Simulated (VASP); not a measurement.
# Ga in VASP: notebook, part 2 of 2

VASP 6.6.1. The steps go on from the part before.

## 4. Electric field gradients, LDA (17.94 Å³/atom)

This run uses another cell than the first one, of 17.94 Å³/atom.

Contents of INCAR:

```
PREC     = Accurate       # precision mode
ENCUT    = 520            # plane-wave cutoff, eV
EDIFF    = 1E-8           # SCF threshold, eV
ISMEAR   = -1             # smearing method
SIGMA    = 0.08           # smearing width, eV
LREAL    = F              # projectors in reciprocal space
LASPH    = T              # aspherical terms in the spheres
NELM     = 100            # most SCF steps
ALGO     = Normal         # electronic algorithm
ISIF     = 2              # what is computed and relaxed
LWAVE    = F              # write WAVECAR
LCHARG   = F              # write CHGCAR
GGA      = CA             # functional
LEFG     = T            
NBANDS   = 20             # bands
```

Contents of KPOINTS:

```
regular mesh
0
Gamma
  12 12 10
```

Contents of POSCAR:

```
Ga
1.0
    1.4304030031     -4.0100608329      0.0000000000
    1.4304030031      4.0100608329      0.0000000000
    0.0000000000      0.0000000000      3.1271569102
Ga
2
Direct
    0.8670000000      0.1330000000      0.2500000000
    0.1330000000      0.8670000000      0.7500000000
```

Potentials or basis: VASP PAW LDA potentials, release 64 (Ga_d).

Run with:

```console
cat potpaw_LDA.64/Ga_d/POTCAR > POTCAR
mpirun -np 1 vasp_std > vasp.out
```

OUTCAR:

```text
PREC = Accurate
   ENCUT = 520
   EDIFF = 1E-8
   ISMEAR = -1
   LREAL = F
   LASPH = T
   NELM = 100
   ISIF = 2
   GGA = CA

 ion  position               nearest neighbor table
   1  0.867  0.133  0.250-   2 2.64   2 2.64   2 2.83   2 2.83   2 2.83   2 2.83
   2  0.133  0.867  0.750-   1 2.64   1 2.64   1 2.83   1 2.83   1 2.83   1 2.83

  LATTYP: Found a base centered orthorhombic cell.
 ALAT       =     2.8608060062
 B/A-ratio  =     2.8034482759
 C/A-ratio  =     1.0931034483

  Lattice vectors:

 A1 = (   1.4304030031,  -4.0100608329,   0.0000000000)
 A2 = (   1.4304030031,   4.0100608329,   0.0000000000)
 A3 = (   0.0000000000,   0.0000000000,   3.1271569102)

Analysis of symmetry for initial positions (statically):
=====================================================================
 Subroutine PRICEL returns:
 Original cell was already a primitive cell.

 Routine SETGRP: Setting up the symmetry group for a
[... 742 lines left out ...]
  energy-cutoff  :      520.00
  volume of cell :       35.87
      direct lattice vectors                 reciprocal lattice vectors
     1.430403003 -4.010060833  0.000000000     0.349551839 -0.124686388  0.000000000
     1.430403003  4.010060833  0.000000000     0.349551839  0.124686388  0.000000000
     0.000000000  0.000000000  3.127156910     0.000000000  0.000000000  0.319779285

 POSITION                                       TOTAL-FORCE (eV/Angst)
 -----------------------------------------------------------------------------------
      1.43040     -2.94338      0.78179         0.000000      0.202942     -0.000000
      1.43040      2.94338      2.34537         0.000000     -0.202942      0.000000
 -----------------------------------------------------------------------------------
    total drift:                                0.000000      0.000000     -0.000000

  FREE ENERGIE OF THE ION-ELECTRON SYSTEM (eV)
  ---------------------------------------------------
  free  energy   TOTEN  =        -7.1346856612 eV

  energy  without entropy=       -7.1182258795  energy(sigma->0) =       -7.12645577

 Electric field gradients (V/A^2)
---------------------------------------------------------------------
 ion       V_xx      V_yy      V_zz      V_xy      V_xz      V_yz
---------------------------------------------------------------------
   1      10.618   -28.546    17.927    -0.000     0.000    -0.000
   2      10.618   -28.546    17.927    -0.000     0.000     0.000
---------------------------------------------------------------------

 Electric field gradients after diagonalization (V/A^2)
 (convention: |V_zz| > |V_xx| > |V_yy|)
----------------------------------------------------------------------
 ion       V_xx      V_yy      V_zz     asymmetry (V_yy - V_xx)/ V_zz
----------------------------------------------------------------------
   1      17.927    10.618   -28.546       0.256
   2      17.927    10.618   -28.546       0.256
----------------------------------------------------------------------

           NMR quadrupolar parameters

 Cq : quadrupolar parameter    Cq=e*Q*V_zz/h
 eta: asymmetry parameters     (V_yy - V_xx)/ V_zz
 Q  : nuclear electric quadrupole moment in mb (millibarn)
----------------------------------------------------------------------
 ion       Cq(MHz)       eta       Q (mb)
----------------------------------------------------------------------
   1      -0.069       0.256       1.000
   2      -0.069       0.256       1.000
----------------------------------------------------------------------
```

OSZICAR:

```text
N       E                     dE             d eps       ncg     rms          rms(c)
DAV:   1     0.130554104285E+03    0.13055E+03   -0.13257E+04 10948   0.249E+03
DAV:   2     0.410751769448E+01   -0.12645E+03   -0.12326E+03 10704   0.385E+02
DAV:   3    -0.704792560422E+01   -0.11155E+02   -0.11099E+02 11612   0.944E+01
DAV:   4    -0.721548091992E+01   -0.16756E+00   -0.16747E+00 11880   0.127E+01
DAV:   5    -0.721827852538E+01   -0.27976E-02   -0.27975E-02 11720   0.161E+00    0.148E+00
DAV:   6    -0.715215635221E+01    0.66122E-01   -0.10864E-01 14112   0.555E+00    0.729E-01
DAV:   7    -0.713642343483E+01    0.15733E-01   -0.18608E-02 14880   0.184E+00    0.198E-01
DAV:   8    -0.713467912700E+01    0.17443E-02   -0.25811E-03 11540   0.705E-01    0.168E-02
DAV:   9    -0.713468609490E+01   -0.69679E-05   -0.90501E-05 11908   0.101E-01    0.630E-03
DAV:  10    -0.713468568313E+01    0.41178E-06   -0.59518E-06 11952   0.309E-02    0.142E-03
DAV:  11    -0.713468566946E+01    0.13668E-07   -0.45602E-07 12436   0.849E-03    0.532E-04
DAV:  12    -0.713468566118E+01    0.82737E-08   -0.61181E-08 11896   0.344E-03
   1 F= -.71346857E+01 E0= -.71264558E+01  d E =-.164598E-01
```

It took 51 s on 1 thread of Intel Xeon 6975P-C (Granite Rapids), shared host; peak memory 0.25 GiB.

Results:

- Free energy: -7.1347 eV
- Pressure: -1.7 GPa
- Largest force: 0.203 eV/Å
- Band gap on the k mesh: zero (bands 13 and 14 overlap by 9.63 eV)
- Largest electric field gradient by atom: Ga -28.5 V/Å²

Forces on the atoms (eV/Å):
```
Ga   0.000  0.203  0.000
Ga   0.000 -0.203  0.000
```

Levels at points of the mesh, in eV from the Fermi level:
| k point | band 9 | band 10 | band 11 | band 12 | band 13 | band 14 | band 15 | band 16 | band 17 | band 18 |
| --- | --- | --- | --- | --- | --- | --- | --- | --- | --- | --- |
| (0.00, 0.00, 0.00) | -14.97 | -14.80 | -11.59 | -2.40 | -1.57 | 2.89 | 6.77 | 7.97 | 8.93 | 10.75 |
| (0.50, 0.00, 0.00) | -14.87 | -14.86 | -6.88 | -5.61 | -1.88 | -0.44 | 6.63 | 6.84 | 9.18 | 9.52 |
| (0.50, 0.50, 0.00) | -14.92 | -14.87 | -9.50 | -8.85 | 5.20 | 5.87 | 5.96 | 7.30 | 7.40 | 9.68 |
| (0.00, 0.00, 0.50) | -14.89 | -14.89 | -7.64 | -7.64 | 1.86 | 1.86 | 2.55 | 2.55 | 10.56 | 10.56 |
| (0.50, 0.00, 0.50) | -14.85 | -14.85 | -3.14 | -3.14 | -1.67 | -1.67 | 1.85 | 1.85 | 4.34 | 4.34 |
| (0.50, 0.50, 0.50) | -14.94 | -14.94 | -5.72 | -5.72 | -4.43 | -4.43 | 9.79 | 9.79 | 11.67 | 11.67 |

Electric field gradients, principal values (V/Å²):
```csv
atom,least,middle,greatest (by size)
1 Ga,10.618,17.927,-28.546
2 Ga,10.618,17.927,-28.546
```

Caveat: without QUAD_EFG the Cq values of the log hold for a quadrupole moment of 1 mb, not for the nuclei.

## 5. Overview

```tsv
cell	gap on the mesh (eV)	pressure (GPa)	largest force (eV/Å)
a = 4.330, b = 4.302, c = 3.170 Å, angles 90.7, 89.7, 140.7°, 2 atoms	none	-3.7	0.18
a = 4.302, b = 4.330, c = 3.170 Å, angles 89.3, 90.3, 140.7°, 2 atoms	none	-3.7	0.18
a = 4.258, b = 4.258, c = 3.127 Å, angles 90.0, 90.0, 140.7°, 2 atoms	none	-1.7	0.20
```

Alike in all rows: task electric field gradients; level LDA; potentials or basis VASP PAW LDA potentials, release 64 (Ga_d); no spin polarisation; k mesh 12 × 12 × 10; cutoff (eV) 520; smearing fermi-dirac 0.08 eV.

Caveats: the cell stands under tension (at least some runs).

Absolute energies hang on the potentials; compare differences alone.
